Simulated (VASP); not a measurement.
# Ru (Im-3m) in VASP: single point with r2SCAN

Aim: the single point of Ru with r2SCAN.

Program: VASP 6.6.1. These are calculated values, not measurements. Logs are shortened: lines on timing, memory, paths and dates and some standing lists are left out, and cuts for length are marked.

### Step 1. The cell of the first run

It takes space group Im-3m (No. 229, cubic). The conventional cell has a = 3.011 Å, b = 3.011 Å, c = 3.011 Å, α = 90.00°, β = 90.00°, γ = 90.00°. Ru (site symmetry m-3m) has 14 Ru at 2.61 to 3.01 Å within 3.4 Å.

This isn't the form of Ru at room conditions, which is hcp.

### Step 2. Single point, r2SCAN (13.64 Å³/atom)

The input, POSCAR:

```
Ru
1.0
   -1.5052606682      1.5052606682      1.5052606682
    1.5052606682     -1.5052606682      1.5052606682
    1.5052606682      1.5052606682     -1.5052606682
Ru
1
Direct
    0.0000000000      0.0000000000      0.0000000000
```

The input, INCAR.step1:

```
SYSTEM = Ru
PREC     = Accurate       ! precision mode
ENCUT    = 660            ! plane-wave cutoff, eV
ISMEAR   = 0              ! smearing method
SIGMA    = 0.05           ! smearing width, eV
LREAL    = .FALSE.        ! projectors in reciprocal space
LASPH    = .TRUE.         ! aspherical terms in the spheres
NELM     = 120            ! most SCF steps
NBANDS   = 14             ! bands
GGA      = PE             ! functional
ALGO     = Normal         ! electronic algorithm
EDIFF    = 1E-5           ! SCF threshold, eV
LWAVE    = .TRUE.         ! write WAVECAR
LCHARG   = .FALSE.        ! write CHGCAR
GGA_COMPAT= .FALSE.
```

The input, INCAR.step2:

```
SYSTEM = Ru
PREC     = Accurate       ! precision mode
ENCUT    = 660            ! plane-wave cutoff, eV
EDIFF    = 1E-6           ! SCF threshold, eV
ISMEAR   = 0              ! smearing method
SIGMA    = 0.05           ! smearing width, eV
LREAL    = .FALSE.        ! projectors in reciprocal space
LASPH    = .TRUE.         ! aspherical terms in the spheres
NELM     = 120            ! most SCF steps
ALGO     = Normal         ! electronic algorithm
ISIF     = 2              ! what is computed and relaxed
LWAVE    = .FALSE.        ! write WAVECAR
LCHARG   = .FALSE.        ! write CHGCAR
METAGGA  = R2SCAN         ! meta-GGA
LMIXTAU  = .TRUE.       
NBANDS   = 14             ! bands
ISTART   = 1            
GGA_COMPAT= .FALSE.
```

The input, KPOINTS:

```
Automatic mesh
0
G
  20 20 20
  0 0 0
```

Potentials or basis: VASP PAW PBE potentials, release 64 (Ru_sv).

Started as:

```console
$ cat potpaw_PBE.64/Ru_sv/POTCAR > POTCAR
$ cp INCAR.step1 INCAR
$ mpirun -np 1 vasp_std > vasp.out
$ cp INCAR.step2 INCAR
$ mpirun -np 1 vasp_std > vasp.out
```

OUTCAR:

```text
SYSTEM = Ru
   PREC = Accurate
   ENCUT = 660
   EDIFF = 1E-6
   ISMEAR = 0
   LREAL = .FALSE.
   LASPH = .TRUE.
   NELM = 120
   ISIF = 2
   METAGGA = R2SCAN
   ISTART = 1

 ion  position               nearest neighbor table
   1  0.000  0.000  0.000-

  LATTYP: Found a body centered cubic cell.
 ALAT       =     3.0105213364

  Lattice vectors:

 A1 = (  -1.5052606682,   1.5052606682,   1.5052606682)
 A2 = (   1.5052606682,  -1.5052606682,   1.5052606682)
 A3 = (   1.5052606682,   1.5052606682,  -1.5052606682)

Analysis of symmetry for initial positions (statically):
=====================================================================
 Subroutine PRICEL returns:
 Original cell was already a primitive cell.

 Routine SETGRP: Setting up the symmetry group for a
 body centered cubic supercell.

 Subroutine GETGRP returns: Found 48 space group operations
 (whereof 48 operations were pure point group operations)
 out of a pool of 48 trial point group operations.

The static configuration has the point symmetry O_h .

Analysis of symmetry for dynamics (positions and initial velocities):
=====================================================================
 Subroutine PRICEL returns:
 Original cell was already a primitive cell.

 Routine SETGRP: Setting up the symmetry group for a
 body centered cubic supercell.

 Subroutine GETGRP returns: Found 48 space group operations
 (whereof 48 operations were pure point group operations)
 out of a pool of 48 trial point group operations.

The dynamic configuration has the point symmetry O_h .

 Subroutine INISYM returns: Found 48 space group operations
 (whereof 48 operations are pure point group operations),
 and found     1 'primitive' translations

----------------------------------------------------------------------------------------

                                     Primitive cell

  volume of cell :      13.6425

  direct lattice vectors                    reciprocal lattice vectors
    -1.505260668  1.505260668  1.505260668     0.000000000  0.332168382  0.332168382
     1.505260668 -1.505260668  1.505260668     0.332168382  0.000000000  0.332168382
     1.505260668  1.505260668 -1.505260668     0.332168382  0.332168382  0.000000000

  length of vectors
     2.607187956  2.607187956  2.607187956     0.469757030  0.469757030  0.469757030

  position of ions in fractional coordinates (direct lattice)
     0.000000000  0.000000000  0.000000000

  ion indices of the primitive-cell ions
   primitive index   ion index
                 1           1

----------------------------------------------------------------------------------------

 KPOINTS: Automatic mesh

Automatic generation of k-mesh.
 Grid dimensions read from file:
 generate k-points for:   20   20   20

 Generating k-lattice:

  Cartesian coordinates                     Fractional coordinates (reciprocal lattice)
     0.000000000  0.016608419  0.016608419     0.050000000  0.000000000  0.000000000
     0.016608419  0.000000000  0.016608419     0.000000000  0.050000000  0.000000000
     0.016608419  0.016608419  0.000000000     0.000000000  0.000000000  0.050000000

  Length of vectors
     0.023487852  0.023487852  0.023487852

  Shift w.r.t. Gamma in fractional coordinates (k-lattice)
     0.000000000  0.000000000  0.000000000

 Subroutine IBZKPT returns following result:
 ===========================================

 Found    256 irreducible k-points:

 Following reciprocal coordinates:
            Coordinates               Weight
  0.000000  0.000000  0.000000      1.000000
  0.050000  0.000000  0.000000     12.000000
  0.100000  0.000000  0.000000     12.000000
  0.150000  0.000000  0.000000     12.000000
  0.200000  0.000000  0.000000     12.000000
  0.250000  0.000000  0.000000     12.000000
[... 16 lines left out ...]
  0.200000  0.100000 -0.000000     48.000000
  0.250000  0.100000  0.000000     48.000000
 [... further k-points ...]
   k-points           NKPTS =    256   k-points in BZ     NKDIM =    256   number of bands    NBANDS=     14
   number of dos      NEDOS =    301   number of ions     NIONS =      1
   total plane-waves  NPLWV =  13824
   dimension x,y,z NGX =    24 NGY =   24 NGZ =   24
   dimension x,y,z NGXF=    48 NGYF=   48 NGZF=   48
   ions per type =               1
   NGX,Y,Z   is equivalent  to a cutoff of  15.30, 15.30, 15.30 a.u.
   NGXF,Y,Z  is equivalent  to a cutoff of  30.61, 30.61, 30.61 a.u.
 SYSTEM =  Ru
   PREC   = accura    normal or accurate (medium, high low for compatibility)
   ISTART =      1    job   : 0-new  1-cont  2-samecut
   ICHARG =      0    charge: 1-file 2-atom 10-const
   ISPIN  =      1    spin polarized calculation?
   LNONCOLLINEAR =      F non collinear calculations
   LSORBIT =      F    spin-orbit coupling
   LASPH  =      T    aspherical Exc in radial PAW
   ENCUT  =  660.0 eV  48.51 Ry    6.96 a.u.   5.46  5.46  5.46*2*pi/ulx,y,z
   NELM   =    120;   NELMIN=  2; NELMDL=  0     # of ELM steps
   EDIFF  = 0.1E-05   stopping-criterion for ELM
   LREAL  =      F    real-space projection
   EDIFFG = 0.1E-04   stopping-criterion for IOM
   NSW    =      0    number of steps for IOM
   IBRION =     -1    ionic relax: 0-MD 1-quasi-New 2-CG
   NFREE  =      0    steps in history (QN), initial steepest desc. (CG)
   ISIF   =      2    stress and relaxation
   ISYM   =      2    0-nonsym 1-usesym 2-fastsym
   POTIM  = 0.5000    time-step for ionic-motion
   TEBEG  =    0.0;   TEEND  =   0.0 temperature during run
   PSTRESS=    0.0 pullay stress
   NELECT =      16.0000    total number of electrons
   NUPDOWN=      -1.0000    fix difference up-down
   EMIN   =  10.00;   EMAX   =-10.00  energy-range for DOS
   EFERMI =   0.00;   METHOD = LEGACY
   ISMEAR =     0;   SIGMA  =   0.05  broadening in eV -4-tet -1-fermi 0-gaus
   EFERMI_NEDOS =   21; number of points for ismear=-14 and -15
   IALGO  =     38    algorithm
   IMIX   =      4    mixing-type and parameters
     AMIX     =   0.40;   BMIX     =  1.00
     AMIX_MAG =   1.60;   BMIX_MAG =  1.00
  volume/ion in A,a.u.               =      13.64        92.06
  Fermi-wavevector in a.u.,A,eV,Ry     =   1.726433  3.262486 40.553139  2.980572
  Thomas-Fermi vector in A             =   2.801746
   LORBIT       =      0    0 simple, 1 ext, 2 COOP (PROOUT), +10 PAW based schemes
   METAGGA = R2SCAN    functional components
   LHFCALC =     F    Hartree Fock is set to
   AEXX    =    0.0000 exact exchange contribution
   IVDW    =     0    specifies the selected vdW correction
   LEPSILON=     F    determine dielectric tensor
   LRPA    =     F    only Hartree local field effects (RPA)
 non-spin polarized calculation
 Gauss-broadening in eV      SIGMA  =   0.05
  energy-cutoff  :      660.00
  volume of cell :       13.64
 maximum number of plane-waves:       543
 NGX is ok and might be reduce to    24
   NGX = 11   NGY = 11   NGZ = 11

 number of electron      15.9999996 magnetization

 Free energy of the ion-electron system (eV)
  ---------------------------------------------------
  ext. energy  EPLUGINS =         0.00000000
  ---------------------------------------------------
  free energy    TOTEN  =       -24.80662851 eV

  energy without entropy =      -24.80422082  energy(sigma->0) =      -24.80542467

 E-fermi :  15.1209     XC(G=0): -15.4864

 val. band max:       15.1190462886   @ k =   0.4000   0.0500   0.0000
 cond. band min:      15.1289484966   @ k =   0.2000   0.2000   0.1000
 fundamental gap:      0.0099022080
 Fermi energy:        15.1208897206

 k-point     1 :       0.0000    0.0000    0.0000
  band No.  band energies     occupation
      1     -60.2650      2.00000
      2     -28.8211      2.00000
      3     -28.8211      2.00000
      4     -28.8211      2.00000
      5       6.6306      2.00000
      6      12.0636      2.00000
      7      12.0636      2.00000
      8      12.0636      2.00000
      9      15.0494      1.95684
     10      15.0494      1.95684
     11      32.9620      0.00000
     12      32.9620      0.00000
     13      32.9620      0.00000
     14      44.6622      0.00000

 k-point     2 :       0.0500    0.0000    0.0000
  band No.  band energies     occupation
      1     -60.2599      2.00000
      2     -28.8505      2.00000
      3     -28.8305      2.00000
      4     -28.8213      2.00000
      5       6.7492      2.00000
      6      12.0082      2.00000
      7      12.0602      2.00000
      8      12.1653      2.00000
      9      14.9739      1.99997
     10      15.0525      1.94689
     11      33.0289      0.00000
     12      33.0970      0.00000
     13      33.1448      0.00000
     14      43.7196      0.00000

 k-point     3 :       0.1000    0.0000    0.0000
  band No.  band energies     occupation
      1     -60.2452      2.00000
      2     -28.9354      2.00000
      3     -28.8575      2.00000
      4     -28.8217      2.00000
      5       7.0918      2.00000
      6      11.8506      2.00000
      7      12.0434      2.00000
      8      12.4664      2.00000
      9      14.7896      2.00000
     10      15.0639      1.89281
     11      33.1790      0.00000
     12      33.4097      0.00000
     13      33.6816      0.00000
     14      42.1945      0.00000
[... 324 lines left out ...]
 k-point    23 :       0.2000    0.1000   -0.0000
  band No.  band energies     occupation
      1     -60.1504      2.00000
      2     -29.4398      2.00000
      3     -29.0122      2.00000
      4     -28.8618      2.00000
      5       8.9851      2.00000
      6      11.0870      2.00000
      7      11.7427      2.00000
      8      14.3290      2.00000
      9      14.9406      2.00000
     10      15.4226      0.00000
     11      32.3634      0.00000
     12      32.5616      0.00000
     13      36.3122      0.00000
     14      39.0331      0.00000

 k-point    24 :       0.2500    0.1000    0.0000
  band No.  band energies     occupation
      1     -60.1193      2.00000
      2     -29.5932      2.00000
      3     -29.0781      2.00000
      4     -28.8644      2.00000
      5       9.1732      2.00000
      6      10.8121      2.00000
      7      12.2095      2.00000
      8      14.4647      2.00000
      9      15.4495      0.00000
     10      16.0143      0.00000
     11      30.9044      0.00000
     12      31.7264      0.00000
     13      36.9991      0.00000
     14      38.0611      0.00000

 [... further k-points ...]

------------------------ aborting loop because EDIFF is reached ----------------------------------------

  FORCE on cell =-STRESS in cart. coord.  units (eV):
  Direction    XX          YY          ZZ          XY          YZ          ZX
  --------------------------------------------------------------------------------------
  -------------------------------------------------------------------------------------
  Total        0.5769449      0.5769449      0.5769449      0.0000000      0.0000000      0.0000000
  in kB       67.7563160     67.7563160     67.7563160      0.0000000      0.0000000      0.0000000
  external PRESSURE =      67.7563160 kB  Pullay stress =       0.0000000 kB

 VOLUME and BASIS-vectors are now :
 -----------------------------------------------------------------------------
  energy-cutoff  :      660.00
  volume of cell :       13.64
      direct lattice vectors                 reciprocal lattice vectors
    -1.505260668  1.505260668  1.505260668     0.000000000  0.332168382  0.332168382
     1.505260668 -1.505260668  1.505260668     0.332168382  0.000000000  0.332168382
     1.505260668  1.505260668 -1.505260668     0.332168382  0.332168382  0.000000000

 POSITION                                       TOTAL-FORCE (eV/Angst)
 -----------------------------------------------------------------------------------
      0.00000      0.00000      0.00000         0.000000     -0.000000      0.000000
 -----------------------------------------------------------------------------------
    total drift:                               -0.000000      0.000000     -0.000000

  FREE ENERGIE OF THE ION-ELECTRON SYSTEM (eV)
  ---------------------------------------------------
  free  energy   TOTEN  =       -24.8066285106 eV

  energy  without entropy=      -24.8042208204  energy(sigma->0) =      -24.80542467
```

It took 1.8 min on 1 thread of AMD EPYC 9R45 (Zen 5), shared host; peak memory 0.16 GiB.

Results:

```yaml
Free_energy: -24.8066 eV
Pressure: 6.8 GPa
Band_gap_on_the_k_mesh: zero (bands 8 and 9 overlap by 3.79 eV)
```

Levels at points of the mesh, in eV from the Fermi level:
```csv
k point,band 6,band 7,band 8,band 9,band 10,band 11
"(0.00, 0.00, 0.00)",-3.06,-3.06,-3.06,-0.07,-0.07,17.84
"(0.50, 0.00, 0.00)",-4.95,-0.10,0.44,1.23,2.56,10.98
"(0.50, 0.50, 0.50)",-6.76,1.91,1.91,1.91,9.94,9.94
```

Caveat: the cell stands under pressure; the PAW data sets were made with another functional, which shifts forces and pressure a little.
